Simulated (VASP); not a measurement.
Input of a VASP 6.6.1 run:

File INCAR:

```
PREC = Accurate
ENCUT = 520
EDIFF = 1E-6
ISMEAR = 0
SIGMA = 0.1
LREAL = False
LASPH = True
NELM = 150
ALGO = Fast
ISIF = 2
LWAVE = False
LCHARG = True
ISPIN = 2
MAGMOM = 0.73
LORBIT = 11
LMAXMIX = 4
GGA = PS
LELF = True
LVHAR = True
ISYM = 0
NBANDS = 15
```

The input KPOINTS:

```
regular mesh
0
Gamma
  14 10 28
```

File POSCAR:

```
Ni
1.0
    2.4488173384      0.0000000000      0.0000000000
    0.0000000000      3.4631506917      0.0000000000
    1.2244086692      1.7315753458      1.2244086692
Ni
1
Direct
    0.0000000000      0.0000000000      0.0000000000
```

Potentials or basis: VASP PAW PBE potentials, release 64 (Ni).

The run is started by

```console
$ cat potpaw_PBE.64/Ni/POTCAR > POTCAR
$ mpirun -np 1 vasp_std > vasp.out
```

(1) What does it give for the pressure?

(2) What does it give for the site moments?

## Answers

(1) -0.4 GPa.

(2) Ni +0.61 μB.

Caveat: the PAW data sets were made with another functional, which shifts forces and pressure a little.
